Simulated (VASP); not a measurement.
Here is a VASP 6.6.1 calculation.

File INCAR:

```
SYSTEM = Al
  PREC = Accurate
  ENCUT = 600
  EDIFF = 1E-7
  ISMEAR = -4
  SIGMA = 0.1
  LREAL = .FALSE.
  LASPH = .TRUE.
  NELM = 100
  ALGO = Normal
  ISIF = 4
  LWAVE = .FALSE.
  LCHARG = .FALSE.
  IBRION = 2
  NSW = 50
  EDIFFG = -0.005
```

Contents of KPOINTS:

```
Automatic mesh
0
G
  15 15 8
  0 0 0
```

Contents of POSCAR:

```
Al
1.0
    2.2639462621      0.0000000000      0.0000000000
   -1.1319731311      1.9606349758      0.0000000000
    0.0000000000      0.0000000000      3.7370344634
Al
2
Direct
    0.3333333333      0.6666666667      0.2500000000
    0.6666666667      0.3333333333      0.7500000000
```

Potentials or basis: VASP PAW LDA potentials, release 64 (Al).

Command:

```sh
$ cat potpaw_LDA.64/Al/POTCAR > POTCAR
$ mpirun -np 1 vasp_std > vasp.out
```

Q: Predict the band gap on the k mesh.

A: Zero (band 3 reaches 22.83 eV, above the bottom of band 4 at 13.00 eV).

Step by step:
```csv
step,energy change (eV),largest force (eV/Å),pressure (GPa),volume (Å³)
1,0.0000,0.0000,209.29,16.59
2,0.0015,0.0000,208.95,16.59
3,-0.0071,0.0000,209.01,16.59
```
